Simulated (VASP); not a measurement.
Input of a VASP 6.6.1 run:

The input INCAR:

```
SYSTEM = Sb
ALGO = Normal ; EDIFF = 1E-6
ENCUT = 520 ; ISIF = 2
ISMEAR = 0 ; LASPH = .TRUE.
LCHARG = .FALSE. ; LREAL = .FALSE.
LWAVE = .FALSE. ; NBANDS = 8
NELM = 80 ; PREC = Accurate
SIGMA = 0.1
```

KPOINTS

```
k-points
0
G
  10 10 10
  0 0 0
```

POSCAR

```
Sb
1.0
   -1.8713408863      1.8713408863      1.8713408863
    1.8713408863     -1.8713408863      1.8713408863
    1.8713408863      1.8713408863     -1.8713408863
Sb
1
Direct
    0.0000000000      0.0000000000      0.0000000000
```

Potentials or basis: VASP PAW LDA potentials, release 64 (Sb).

Run with:

```console
$ cat potpaw_LDA.64/Sb/POTCAR > POTCAR
$ mpirun -np 1 vasp_std > vasp.out
```

Q: Estimate the pressure.

A: -1.1 GPa.
